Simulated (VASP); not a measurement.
# Cu (Fm-3m) in VASP: single point with PBE+D3(BJ)

Aim: the single point of Cu with PBE+D3(BJ).

All numbers are computed with VASP 6.6.1; they aren't measurements. Logs are shortened: lines on timing, memory, paths and dates and some standing lists are left out, and cuts for length are marked.

## 1. The cell of the first run

Symmetry: Fm-3m, No. 225, cubic system. The conventional cell has a = 3.563 Å, b = 3.563 Å, c = 3.563 Å, α = 90.00°, β = 90.00°, γ = 90.00°. Cu (site symmetry m-3m) has 12 Cu at 2.52 Å within 3.3 Å.

## 2. Single point, PBE+D3(BJ)

INCAR reads:

```
PREC     = Accurate       # precision mode
ENCUT    = 520            # plane-wave cutoff, eV
EDIFF    = 1E-6           # SCF threshold, eV
ISMEAR   = 0              # smearing method
SIGMA    = 0.1            # smearing width, eV
LREAL    = False          # projectors in reciprocal space
LASPH    = True           # aspherical terms in the spheres
NELM     = 100            # most SCF steps
ALGO     = Normal         # electronic algorithm
ISIF     = 2              # what is computed and relaxed
LWAVE    = False          # write WAVECAR
LCHARG   = True           # write CHGCAR
GGA      = PE             # functional
IVDW     = 12             # dispersion correction
LELF     = True           # ELF
LVHAR    = True         
NBANDS   = 12             # bands
```

KPOINTS reads:

```
Automatic mesh
0
Gamma
  20 20 20
```

POSCAR reads:

```
Cu
1.0
    0.0000000000      1.7816857846      1.7816857846
    1.7816857846      0.0000000000      1.7816857846
    1.7816857846      1.7816857846      0.0000000000
Cu
1
Direct
    0.0000000000      0.0000000000      0.0000000000
```

Potentials or basis: VASP PAW PBE potentials, release 64 (Cu).

Started as:

```
cat potpaw_PBE.64/Cu/POTCAR > POTCAR
mpirun -np 1 vasp_std > vasp.out
```

OUTCAR:

```text
PREC = Accurate
   ENCUT = 520
   EDIFF = 1E-6
   ISMEAR = 0
   LREAL = False
   LASPH = True
   NELM = 100
   ISIF = 2
   GGA = PE
   IVDW = 12
 IVDW          = 12

 ion  position               nearest neighbor table
   1  0.000  0.000  0.000-

  LATTYP: Found a face centered cubic cell.
 ALAT       =     3.5633715692

  Lattice vectors:

 A1 = (   0.0000000000,   1.7816857846,   1.7816857846)
 A2 = (   1.7816857846,   0.0000000000,   1.7816857846)
 A3 = (   1.7816857846,   1.7816857846,   0.0000000000)

Analysis of symmetry for initial positions (statically):
=====================================================================
 Subroutine PRICEL returns:
 Original cell was already a primitive cell.

 Routine SETGRP: Setting up the symmetry group for a
 face centered cubic supercell.

 Subroutine GETGRP returns: Found 48 space group operations
 (whereof 48 operations were pure point group operations)
 out of a pool of 48 trial point group operations.

The static configuration has the point symmetry O_h .

Analysis of symmetry for dynamics (positions and initial velocities):
=====================================================================
 Subroutine PRICEL returns:
 Original cell was already a primitive cell.

 Routine SETGRP: Setting up the symmetry group for a
 face centered cubic supercell.

 Subroutine GETGRP returns: Found 48 space group operations
 (whereof 48 operations were pure point group operations)
 out of a pool of 48 trial point group operations.

The dynamic configuration has the point symmetry O_h .

 Subroutine INISYM returns: Found 48 space group operations
 (whereof 48 operations are pure point group operations),
 and found     1 'primitive' translations

----------------------------------------------------------------------------------------

                                     Primitive cell

  volume of cell :      11.3116

  direct lattice vectors                    reciprocal lattice vectors
     0.000000000  1.781685785  1.781685785    -0.280633097  0.280633097  0.280633097
     1.781685785  0.000000000  1.781685785     0.280633097 -0.280633097  0.280633097
     1.781685785  1.781685785  0.000000000     0.280633097  0.280633097 -0.280633097

  length of vectors
     2.519684200  2.519684200  2.519684200     0.486070783  0.486070783  0.486070783

  position of ions in fractional coordinates (direct lattice)
     0.000000000  0.000000000  0.000000000

  ion indices of the primitive-cell ions
   primitive index   ion index
                 1           1

----------------------------------------------------------------------------------------

 KPOINTS: Automatic mesh

Automatic generation of k-mesh.
 Grid dimensions read from file:
 generate k-points for:   20   20   20

 Generating k-lattice:

  Cartesian coordinates                     Fractional coordinates (reciprocal lattice)
    -0.014031655  0.014031655  0.014031655     0.050000000  0.000000000  0.000000000
     0.014031655 -0.014031655  0.014031655     0.000000000  0.050000000  0.000000000
     0.014031655  0.014031655 -0.014031655     0.000000000  0.000000000  0.050000000

  Length of vectors
     0.024303539  0.024303539  0.024303539

  Shift w.r.t. Gamma in fractional coordinates (k-lattice)
     0.000000000  0.000000000  0.000000000

 Subroutine IBZKPT returns following result:
 ===========================================

 Found    256 irreducible k-points:

 Following reciprocal coordinates:
            Coordinates               Weight
  0.000000  0.000000  0.000000      1.000000
  0.050000  0.000000  0.000000      8.000000
  0.100000  0.000000  0.000000      8.000000
  0.150000  0.000000  0.000000      8.000000
  0.200000  0.000000  0.000000      8.000000
  0.250000  0.000000  0.000000      8.000000
[... 16 lines left out ...]
 -0.400000  0.050000  0.000000     24.000000
 -0.350000  0.050000  0.000000     24.000000
 [... further k-points ...]
   k-points           NKPTS =    256   k-points in BZ     NKDIM =    256   number of bands    NBANDS=     12
   number of dos      NEDOS =    301   number of ions     NIONS =      1
   total plane-waves  NPLWV =   8000
   dimension x,y,z NGX =    20 NGY =   20 NGZ =   20
   dimension x,y,z NGXF=    40 NGYF=   40 NGZF=   40
   ions per type =               1
   NGX,Y,Z   is equivalent  to a cutoff of  13.20, 13.20, 13.20 a.u.
   NGXF,Y,Z  is equivalent  to a cutoff of  26.39, 26.39, 26.39 a.u.
 SYSTEM =  unknown system
   PREC   = accura    normal or accurate (medium, high low for compatibility)
   ISTART =      0    job   : 0-new  1-cont  2-samecut
   ICHARG =      2    charge: 1-file 2-atom 10-const
   ISPIN  =      1    spin polarized calculation?
   LNONCOLLINEAR =      F non collinear calculations
   LSORBIT =      F    spin-orbit coupling
   LASPH  =      T    aspherical Exc in radial PAW
   ENCUT  =  520.0 eV  38.22 Ry    6.18 a.u.   4.68  4.68  4.68*2*pi/ulx,y,z
   NELM   =    100;   NELMIN=  2; NELMDL= -5     # of ELM steps
   EDIFF  = 0.1E-05   stopping-criterion for ELM
   LREAL  =      F    real-space projection
   EDIFFG = 0.1E-04   stopping-criterion for IOM
   NSW    =      0    number of steps for IOM
   IBRION =     -1    ionic relax: 0-MD 1-quasi-New 2-CG
   NFREE  =      0    steps in history (QN), initial steepest desc. (CG)
   ISIF   =      2    stress and relaxation
   ISYM   =      2    0-nonsym 1-usesym 2-fastsym
   POTIM  = 0.5000    time-step for ionic-motion
   TEBEG  =    0.0;   TEEND  =   0.0 temperature during run
   PSTRESS=    0.0 pullay stress
   NELECT =      11.0000    total number of electrons
   NUPDOWN=      -1.0000    fix difference up-down
   EMIN   =  10.00;   EMAX   =-10.00  energy-range for DOS
   EFERMI =   0.00;   METHOD = LEGACY
   ISMEAR =     0;   SIGMA  =   0.10  broadening in eV -4-tet -1-fermi 0-gaus
   EFERMI_NEDOS =   21; number of points for ismear=-14 and -15
   IALGO  =     38    algorithm
   IMIX   =      4    mixing-type and parameters
     AMIX     =   0.40;   BMIX     =  1.00
     AMIX_MAG =   1.60;   BMIX_MAG =  1.00
  volume/ion in A,a.u.               =      11.31        76.33
  Fermi-wavevector in a.u.,A,eV,Ry     =   1.621927  3.064997 35.792124  2.630647
  Thomas-Fermi vector in A             =   2.715623
   LORBIT       =      0    0 simple, 1 ext, 2 COOP (PROOUT), +10 PAW based schemes
   GGA     = PE    functional components
   LHFCALC =     F    Hartree Fock is set to
   AEXX    =    0.0000 exact exchange contribution
   IVDW    =    12    specifies the selected vdW correction
   LEPSILON=     F    determine dielectric tensor
   LRPA    =     F    only Hartree local field effects (RPA)
 non-spin polarized calculation
 Gauss-broadening in eV      SIGMA  =   0.10
  energy-cutoff  :      520.00
  volume of cell :       11.31
 maximum number of plane-waves:       322
   NGX =  9   NGY =  9   NGZ =  9

 number of electron      11.0000013 magnetization

 Free energy of the ion-electron system (eV)
  ---------------------------------------------------
  ext. energy  EPLUGINS =         0.00000000
  ---------------------------------------------------
  free energy    TOTEN  =        -3.70984081 eV

  energy without entropy =       -3.70857547  energy(sigma->0) =       -3.70920814

 E-fermi :   8.1104     XC(G=0): -12.9782

 val. band max:        8.0590409462   @ k =   0.4500   0.3000   0.0000
 cond. band min:       8.1115131639   @ k =   0.5000   0.2500   0.1000
 fundamental gap:      0.0524722176
 Fermi energy:         8.1103856679

 k-point     1 :       0.0000    0.0000    0.0000
  band No.  band energies     occupation
      1      -1.5521      2.00000
      2       4.9712      2.00000
      3       4.9712      2.00000
      4       4.9712      2.00000
      5       5.8504      2.00000
      6       5.8504      2.00000
      7      31.0715      0.00000
      8      34.0549      0.00000
      9      34.0549      0.00000
     10      34.0549      0.00000
     11      36.5899      0.00000
     12      36.5899      0.00000

 k-point     2 :       0.0500    0.0000    0.0000
  band No.  band energies     occupation
      1      -1.4581      2.00000
      2       4.9501      2.00000
      3       4.9897      2.00000
      4       4.9897      2.00000
      5       5.8427      2.00000
      6       5.8427      2.00000
      7      30.6223      0.00000
      8      32.7505      0.00000
      9      33.7470      0.00000
     10      33.7470      0.00000
     11      37.0266      0.00000
     12      37.0266      0.00000

 k-point     3 :       0.1000    0.0000    0.0000
  band No.  band energies     occupation
      1      -1.1784      2.00000
      2       4.8918      2.00000
      3       5.0396      2.00000
      4       5.0396      2.00000
      5       5.8257      2.00000
      6       5.8257      2.00000
      7      28.6904      0.00000
      8      31.9519      0.00000
      9      33.1501      0.00000
     10      33.1501      0.00000
     11      37.9719      0.00000
     12      37.9719      0.00000
[... 286 lines left out ...]
 k-point    23 :      -0.4000    0.0500    0.0000
  band No.  band energies     occupation
      1       2.6984      2.00000
      2       4.9433      2.00000
      3       4.9931      2.00000
      4       5.7115      2.00000
      5       6.3244      2.00000
      6       6.7958      2.00000
      7      13.7944      0.00000
      8      28.4612      0.00000
      9      30.4135      0.00000
     10      31.2701      0.00000
     11      34.1527      0.00000
     12      35.5725      0.00000

 k-point    24 :      -0.3500    0.0500    0.0000
  band No.  band energies     occupation
      1       2.3485      2.00000
      2       4.9975      2.00000
      3       5.0403      2.00000
      4       5.1640      2.00000
      5       6.1863      2.00000
      6       6.4837      2.00000
      7      15.6753      0.00000
      8      28.4209      0.00000
      9      30.7992      0.00000
     10      32.0225      0.00000
     11      34.2252      0.00000
     12      36.0374      0.00000

 [... further k-points ...]

------------------------ aborting loop because EDIFF is reached ----------------------------------------

 Edisp (eV)   -0.60974

 E8    (eV) :    -0.2615

  FORCE on cell =-STRESS in cart. coord.  units (eV):
  Direction    XX          YY          ZZ          XY          YZ          ZX
  --------------------------------------------------------------------------------------
  -------------------------------------------------------------------------------------
  Total       0.03868     0.03868     0.03868     0.00000     0.00000     0.00000
  in kB       5.47847     5.47847     5.47847     0.00000     0.00000     0.00000
  external pressure =        5.48 kB  Pullay stress =        0.00 kB

 VOLUME and BASIS-vectors are now :
 -----------------------------------------------------------------------------
  energy-cutoff  :      520.00
  volume of cell :       11.31
      direct lattice vectors                 reciprocal lattice vectors
     0.000000000  1.781685785  1.781685785    -0.280633097  0.280633097  0.280633097
     1.781685785  0.000000000  1.781685785     0.280633097 -0.280633097  0.280633097
     1.781685785  1.781685785  0.000000000     0.280633097  0.280633097 -0.280633097

 POSITION                                       TOTAL-FORCE (eV/Angst)
 -----------------------------------------------------------------------------------
      0.00000      0.00000      0.00000         0.000000      0.000000      0.000000
 -----------------------------------------------------------------------------------
    total drift:                                0.000000      0.000000      0.000000

  FREE ENERGIE OF THE ION-ELECTRON SYSTEM (eV)
  ---------------------------------------------------
  free  energy   TOTEN  =        -4.3195810595 eV

  energy  without entropy=       -4.3183157213  energy(sigma->0) =       -4.31894839
```

Run time: 13 s. Hardware: 1 thread of Intel Xeon 6975P-C (Granite Rapids), shared host; peak memory 0.15 GiB.

What came out:

| Item | Value |
| --- | --- |
| Free energy | -4.3196 eV |
| Pressure | 0.5 GPa |
| Dispersion energy per atom | -0.610 eV |

Caveat: pairwise dispersion overbinds metals, which lowers pressure and volume.
